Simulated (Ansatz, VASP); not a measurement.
## Two plane-wave programs on Bi2Te3

```xyz
5
Lattice="2.2338 1.2897 9.8347 -2.2338 1.2897 9.8347 0.0000 -2.5794 9.8347" Properties=species:S:1:pos:R:3 pbc="T T T"
Bi    0.0000    0.0000   23.8781
Bi    0.0000    0.0000   11.8229
Te    0.0000    0.0000   17.8504
Te    0.0000    0.0000    6.0118
Te    0.0000    0.0000    0.1828
```

Alike in both runs: functional PBE; k mesh 12 × 12 × 12; occupations gaussian, width 0.1 eV; no spin polarisation.

Ansatz relaxed the structure, and its values are those at the end. VASP's run is a single point on that final structure, the one shown.

|  | VASP | Ansatz |
| --- | --- | --- |
| version | VASP 6.6.1 | Ansatz 0.2.0 |
| potentials or method | VASP PAW PBE potentials, release 64 (Bi_d, Te), cutoff 520 eV | scalar-relativistic, plane waves, PAW |
| valence electrons in the cell | 48 | 78 |

|  | VASP | Ansatz | Ansatz less VASP |
| --- | --- | --- | --- |
| gap on the k mesh at the Fermi level (eV) | none | none | - |
| pressure (GPa) | 0.0 | 0.1 | +0.04 |

A gap of «none» marks a metal or a gap that the smearing closes. The functional is the same, so the differences come from potentials, cutoffs and numerics. VASP's potentials hold 48 valence electrons a cell and Ansatz's 78, so a difference there can come from the potentials and not from the codes.

Neither program's run includes spin-orbit coupling.
